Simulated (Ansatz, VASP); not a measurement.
# Two plane-wave programs on Ba

```
Ba
1.0
     1.95500   -3.65000    0.00000
     1.95500    3.65000    0.00000
     0.00000    0.00000    5.41500
Ba
1
Direct
  0.00000 0.00000 0.00000
```

Change from the starting cell: strain +0.000 along x and y, -0.050 along z, atoms carried along.

Alike in both runs: task single point; functional LDA; k mesh 14 × 14 × 8; occupations gaussian, width 0.15 eV; no spin polarisation.

|  | VASP | Ansatz |
| --- | --- | --- |
| version | VASP 6.6.1 | Ansatz 0.2.0 |
| potentials or method | VASP PAW LDA potentials, release 64 (Ba_sv), cutoff 520 eV | scalar-relativistic, plane waves, PAW |
| valence electrons in the cell | 10 | 10 |

|  | VASP | Ansatz | Ansatz less VASP |
| --- | --- | --- | --- |
| gap on the k mesh at the Fermi level (eV) | none | none | - |
| pressure (GPa) | -0.5 | -0.5 | -0.02 |
| traceless stress, the component that is largest in VASP (GPa) | -2.16 | -2.12 | +0.041 |

LDA's correlation is that of Perdew and Zunger in VASP and of Perdew and Wang (1992) in Ansatz. A gap of «none» marks a metal or a gap that the smearing closes.

Neither program's run includes spin-orbit coupling.
